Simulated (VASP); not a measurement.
# GaP (F-43m) in VASP: dielectric tensor with PBEsol

Aim: the dielectric tensor of GaP with PBEsol.

Program: VASP 6.6.1. These are calculated values, not measurements. Logs are shortened: lines on timing, memory, paths and dates and some standing lists are left out, and cuts for length are marked.

## (1) The cell of the first run

It takes space group F-43m (No. 216, cubic). Conventional cell: a = 5.451 Å, b = 5.451 Å, c = 5.451 Å, α = 90.00°, β = 90.00°, γ = 90.00°. Within 3.1 Å of Ga (site symmetry -43m) lie 4 P at 2.36 Å. P (site symmetry -43m) has 4 Ga at 2.36 Å within 3.1 Å.

## (2) Dielectric tensor, PBEsol

Contents of INCAR:

```
SYSTEM = GaP
PREC = Accurate
ENCUT = 520
EDIFF = 1E-8
ISMEAR = 0
SIGMA = 0.01
LREAL = .FALSE.
LASPH = .TRUE.
NELM = 80
ALGO = Normal
ISIF = 2
LWAVE = .FALSE.
LCHARG = .FALSE.
GGA = PS
LEPSILON = .TRUE.
```

Contents of KPOINTS:

```
Automatic mesh
0
G
  6 6 6
  0 0 0
```

Contents of POSCAR:

```
GaP
1.0
    0.0000000000      2.7252500000      2.7252500000
    2.7252500000      0.0000000000      2.7252500000
    2.7252500000      2.7252500000      0.0000000000
Ga P
1 1
Direct
    0.0000000000      0.0000000000      0.0000000000
    0.2500000000      0.2500000000      0.2500000000
```

Potentials or basis: VASP PAW PBE potentials, release 64 (Ga_d, P).

Started as:

```
cat potpaw_PBE.64/Ga_d/POTCAR potpaw_PBE.64/P/POTCAR > POTCAR
mpirun -np 1 vasp_std > vasp.out
```

OUTCAR:

```text
SYSTEM = GaP
   PREC = Accurate
   ENCUT = 520
   EDIFF = 1E-8
   ISMEAR = 0
   LREAL = .FALSE.
   LASPH = .TRUE.
   NELM = 80
   ISIF = 2
   GGA = PS
   LEPSILON = .TRUE.

 ion  position               nearest neighbor table
   1  0.000  0.000  0.000-   2 2.36   2 2.36   2 2.36   2 2.36
   2  0.250  0.250  0.250-   1 2.36   1 2.36   1 2.36   1 2.36

  LATTYP: Found a face centered cubic cell.
 ALAT       =     5.4505000000

  Lattice vectors:

 A1 = (   0.0000000000,   2.7252500000,   2.7252500000)
 A2 = (   2.7252500000,   0.0000000000,   2.7252500000)
 A3 = (   2.7252500000,   2.7252500000,   0.0000000000)

Analysis of symmetry for initial positions (statically):
=====================================================================
 Subroutine PRICEL returns:
 Original cell was already a primitive cell.

 Routine SETGRP: Setting up the symmetry group for a
 face centered cubic supercell.

 Subroutine GETGRP returns: Found 24 space group operations
 (whereof 24 operations were pure point group operations)
 out of a pool of 48 trial point group operations.

The static configuration has the point symmetry T_d .

Analysis of symmetry for dynamics (positions and initial velocities):
=====================================================================
 Subroutine PRICEL returns:
 Original cell was already a primitive cell.

 Routine SETGRP: Setting up the symmetry group for a
 face centered cubic supercell.

 Subroutine GETGRP returns: Found 24 space group operations
 (whereof 24 operations were pure point group operations)
 out of a pool of 48 trial point group operations.

The dynamic configuration has the point symmetry T_d .

 Subroutine INISYM returns: Found 24 space group operations
 (whereof 24 operations are pure point group operations),
 and found     1 'primitive' translations

----------------------------------------------------------------------------------------

                                     Primitive cell

  volume of cell :      40.4808

  direct lattice vectors                    reciprocal lattice vectors
     0.000000000  2.725250000  2.725250000    -0.183469406  0.183469406  0.183469406
     2.725250000  0.000000000  2.725250000     0.183469406 -0.183469406  0.183469406
     2.725250000  2.725250000  0.000000000     0.183469406  0.183469406 -0.183469406

  length of vectors
     3.854085511  3.854085511  3.854085511     0.317778334  0.317778334  0.317778334

  position of ions in fractional coordinates (direct lattice)
     0.000000000  0.000000000  0.000000000
     0.250000000  0.250000000  0.250000000

  ion indices of the primitive-cell ions
   primitive index   ion index
                 1           1
                 2           2

----------------------------------------------------------------------------------------

 KPOINTS: Automatic mesh

Automatic generation of k-mesh.
 Grid dimensions read from file:
 generate k-points for:    6    6    6

 Generating k-lattice:

  Cartesian coordinates                     Fractional coordinates (reciprocal lattice)
    -0.030578234  0.030578234  0.030578234     0.166666667  0.000000000  0.000000000
     0.030578234 -0.030578234  0.030578234     0.000000000  0.166666667  0.000000000
     0.030578234  0.030578234 -0.030578234     0.000000000  0.000000000  0.166666667

  Length of vectors
     0.052963056  0.052963056  0.052963056

  Shift w.r.t. Gamma in fractional coordinates (k-lattice)
     0.000000000  0.000000000  0.000000000

 Subroutine IBZKPT returns following result:
 ===========================================

 Found     16 irreducible k-points:

 Following reciprocal coordinates:
            Coordinates               Weight
  0.000000  0.000000  0.000000      1.000000
  0.166667  0.000000  0.000000      8.000000
  0.333333  0.000000  0.000000      8.000000
  0.500000  0.000000  0.000000      4.000000
  0.166667  0.166667  0.000000      6.000000
  0.333333  0.166667  0.000000     24.000000
[... 8 lines left out ...]
 -0.333333  0.333333  0.166667     24.000000
 -0.333333  0.500000  0.166667     12.000000
   k-points           NKPTS =     16   k-points in BZ     NKDIM =     16   number of bands    NBANDS=     13
   number of dos      NEDOS =    301   number of ions     NIONS =      2
   total plane-waves  NPLWV =  27000
   dimension x,y,z NGX =    30 NGY =   30 NGZ =   30
   dimension x,y,z NGXF=    60 NGYF=   60 NGZF=   60
   ions per type =               1   1
   NGX,Y,Z   is equivalent  to a cutoff of  12.94, 12.94, 12.94 a.u.
   NGXF,Y,Z  is equivalent  to a cutoff of  25.88, 25.88, 25.88 a.u.
 SYSTEM =  GaP
   PREC   = accura    normal or accurate (medium, high low for compatibility)
   ISTART =      0    job   : 0-new  1-cont  2-samecut
   ICHARG =      2    charge: 1-file 2-atom 10-const
   ISPIN  =      1    spin polarized calculation?
   LNONCOLLINEAR =      F non collinear calculations
   LSORBIT =      F    spin-orbit coupling
   LASPH  =      T    aspherical Exc in radial PAW
   ENCUT  =  520.0 eV  38.22 Ry    6.18 a.u.   7.17  7.17  7.17*2*pi/ulx,y,z
   NELM   =     80;   NELMIN=  2; NELMDL= -5     # of ELM steps
   EDIFF  = 0.1E-07   stopping-criterion for ELM
   LREAL  =      F    real-space projection
   EDIFFG = 0.1E-06   stopping-criterion for IOM
   NSW    =      0    number of steps for IOM
   IBRION =     -1    ionic relax: 0-MD 1-quasi-New 2-CG
   NFREE  =      0    steps in history (QN), initial steepest desc. (CG)
   ISIF   =      2    stress and relaxation
   ISYM   =      2    0-nonsym 1-usesym 2-fastsym
   POTIM  = 0.5000    time-step for ionic-motion
   TEBEG  =    0.0;   TEEND  =   0.0 temperature during run
   PSTRESS=    0.0 pullay stress
   NELECT =      18.0000    total number of electrons
   NUPDOWN=      -1.0000    fix difference up-down
   EMIN   =  10.00;   EMAX   =-10.00  energy-range for DOS
   EFERMI =   0.00;   METHOD = LEGACY
   ISMEAR =     0;   SIGMA  =   0.01  broadening in eV -4-tet -1-fermi 0-gaus
   EFERMI_NEDOS =   21; number of points for ismear=-14 and -15
   IALGO  =     38    algorithm
   IMIX   =      4    mixing-type and parameters
     AMIX     =   0.40;   BMIX     =  1.00
     AMIX_MAG =   1.60;   BMIX_MAG =  1.00
  volume/ion in A,a.u.               =      20.24       136.59
  Fermi-wavevector in a.u.,A,eV,Ry     =   1.249538  2.361284 21.243377  1.561344
  Thomas-Fermi vector in A             =   2.383574
   LORBIT       =      0    0 simple, 1 ext, 2 COOP (PROOUT), +10 PAW based schemes
   GGA     = PS    functional components
   LHFCALC =     F    Hartree Fock is set to
   AEXX    =    0.0000 exact exchange contribution
   IVDW    =     0    specifies the selected vdW correction
   LEPSILON=     T    determine dielectric tensor
   LRPA    =     F    only Hartree local field effects (RPA)
 non-spin polarized calculation
 Gauss-broadening in eV      SIGMA  =   0.01
  energy-cutoff  :      520.00
  volume of cell :       40.48
 maximum number of plane-waves:      1113
 NGX is ok and might be reduce to    30
   NGX = 15   NGY = 15   NGZ = 15

--------------------------------------- Ionic step        1  -------------------------------------------

 number of electron      17.9999989 magnetization

 E-fermi :   4.6650     XC(G=0): -10.0185

 val. band max:        4.5756166967   @ k =   0.0000   0.0000   0.0000
 cond. band min:       6.0876365358   @ k =   0.5000   0.5000   0.0000
 fundamental gap:      1.5120198391
 Fermi energy:         4.6649673999

 k-point     1 :       0.0000    0.0000    0.0000
  band No.  band energies     occupation
      1      -9.9728      2.00000
      2      -9.9728      2.00000
      3      -9.9728      2.00000
      4      -9.8723      2.00000
      5      -9.8723      2.00000
      6      -7.9499      2.00000
      7       4.5756      2.00000
      8       4.5756      2.00000
      9       4.5756      2.00000
     10       6.3242      0.00000
     11       8.3975      0.00000
     12       8.3975      0.00000
     13       8.3975      0.00000
[... 225 lines left out ...]
 k-point    16 :      -0.3333    0.5000    0.1667
  band No.  band energies     occupation
      1     -10.0767      2.00000
      2      -9.9267      2.00000
      3      -9.9122      2.00000
      4      -9.8933      2.00000
      5      -9.8590      2.00000
      6      -4.8748      2.00000
      7      -2.0844      2.00000
      8       1.1485      2.00000
      9       1.2579      2.00000
     10       7.9425      0.00000
     11       8.1473      0.00000
     12      12.0604      0.00000
     13      12.0777      0.00000

  FORCE on cell =-STRESS in cart. coord.  units (eV):
  Direction    XX          YY          ZZ          XY          YZ          ZX
  --------------------------------------------------------------------------------------
  -------------------------------------------------------------------------------------
  Total       -0.1475172     -0.1475172     -0.1475172     -0.0000000     -0.0000000      0.0000000
  in kB       -5.8385411     -5.8385411     -5.8385411     -0.0000000     -0.0000000      0.0000000
  external PRESSURE =      -5.8385411 kB  Pullay stress =       0.0000000 kB

 VOLUME and BASIS-vectors are now :
 -----------------------------------------------------------------------------
  energy-cutoff  :      520.00
  volume of cell :       40.48
      direct lattice vectors                 reciprocal lattice vectors
     0.000000000  2.725250000  2.725250000    -0.183469406  0.183469406  0.183469406
     2.725250000  0.000000000  2.725250000     0.183469406 -0.183469406  0.183469406
     2.725250000  2.725250000  0.000000000     0.183469406  0.183469406 -0.183469406

 POSITION                                       TOTAL-FORCE (eV/Angst)
 -----------------------------------------------------------------------------------
      0.00000      0.00000      0.00000        -0.000000     -0.000000     -0.000000
      1.36262      1.36262      1.36262         0.000000      0.000000      0.000000
 -----------------------------------------------------------------------------------
    total drift:                                0.000000      0.000000      0.000000

  FREE ENERGIE OF THE ION-ELECTRON SYSTEM (eV)
  ---------------------------------------------------
  free  energy   TOTEN  =        -9.9056928456 eV

  energy  without entropy=       -9.9056928456  energy(sigma->0) =       -9.90569285

 HEAD OF MICROSCOPIC STATIC DIELECTRIC TENSOR (INDEPENDENT PARTICLE, excluding Hartree and local field effects)
 ------------------------------------------------------
          14.138060     0.000000    -0.000000
           0.000000    14.138060     0.000000
           0.000000     0.000000    14.138060
 ------------------------------------------------------

 Free energy of the ion-electron system (eV)
  ---------------------------------------------------
  ---------------------------------------------------
  free energy    TOTEN  =        -1.48977339 eV

  energy without entropy =       -1.48977339

------------------------ aborting loop because EDIFF is reached ----------------------------------------

--------------------------------------- Ionic step        2  -------------------------------------------

------------------------ aborting loop because EDIFF is reached ----------------------------------------

--------------------------------------- Ionic step        3  -------------------------------------------

 Free energy of the ion-electron system (eV)
  ---------------------------------------------------
  ---------------------------------------------------
  free energy    TOTEN  =        -1.48977310 eV

  energy without entropy =       -1.48977310

------------------------ aborting loop because EDIFF is reached ----------------------------------------

 PIEZOELECTRIC TENSOR FIELD DIRECTION 3  (e Angst)
 -----------------------------------------------------------------------------
     0.00048 -2.16605  0.00000           (  0.00000 -0.03538  0.00000)
    -2.16605  0.00048  0.00000           ( -0.03538  0.00000  0.00000)
     0.00000  0.00000 -0.00218           (  0.00000  0.00000 -0.00000)

 PIEZOELECTRIC TENSOR FIELD DIRECTION 3  (C/m^2)
 -----------------------------------------------------------------------------
     0.00019 -0.85729  0.00000
    -0.85729  0.00019  0.00000
     0.00000  0.00000 -0.00086

 MACROSCOPIC STATIC DIELECTRIC TENSOR (including local field effects in DFT)
 ------------------------------------------------------
          13.510506    -0.000000    -0.000000
          -0.000000    13.510506    -0.000000
           0.000000     0.000000    13.510506
 ------------------------------------------------------

 PIEZOELECTRIC TENSOR (including local field effects)  for field in x, y, z        (e  Angst)
          XX          YY          ZZ          XY          YZ          ZX
  --------------------------------------------------------------------------------
  x     0.00000    -0.00000    -0.00000     0.00000    -2.17756     0.00000
  y     0.00000     0.00000     0.00000     0.00000    -0.00000    -2.17756
  z    -0.00000    -0.00000     0.00000    -2.17756     0.00000     0.00000

 PIEZOELECTRIC TENSOR (including local field effects)  for field in x, y, z        (C/m^2)
          XX          YY          ZZ          XY          YZ          ZX
  --------------------------------------------------------------------------------
  x     0.00000    -0.00000    -0.00000     0.00000    -0.86185     0.00000
  y     0.00000     0.00000     0.00000     0.00000    -0.00000    -0.86185
  z    -0.00000    -0.00000     0.00000    -0.86185     0.00000     0.00000

 BORN EFFECTIVE CHARGES (including local field effects) (in |e|, cummulative output)
 ---------------------------------------------------------------------------------
 ion    1
    1     2.34698     0.00000    -0.00000
    2    -0.00000     2.34698    -0.00000
    3     0.00000     0.00000     2.34698
 ion    2
    1    -2.34698    -0.00000     0.00000
    2     0.00000    -2.34698     0.00000
    3    -0.00000    -0.00000    -2.34698
```

It took 4.1 min on 1 thread of Intel Xeon Platinum 8259CL at 2.50GHz (Skylake/Cascade Lake), shared host; peak memory 0.22 GiB.

What came out:

```yaml
Band_gap_on_the_k_mesh: 1.51 eV (least direct gap 1.75 eV)
Electronic_dielectric_tensor_diagonal: 13.51
Born_charges_mean_of_the_diagonal: Ga +2.35; P -2.35 e
```

Electronic dielectric tensor:
```
13.51  0.00  0.00
 0.00 13.51  0.00
 0.00  0.00 13.51
```

Born effective charge tensors (e):
atom 1, Ga
```
2.35 0.00 0.00
0.00 2.35 0.00
0.00 0.00 2.35
```
atom 2, P
```
-2.35  0.00  0.00
 0.00 -2.35  0.00
 0.00  0.00 -2.35
```

Caveat: the PAW data sets were made with another functional, which shifts forces and pressure a little. A k mesh can miss the band edges.
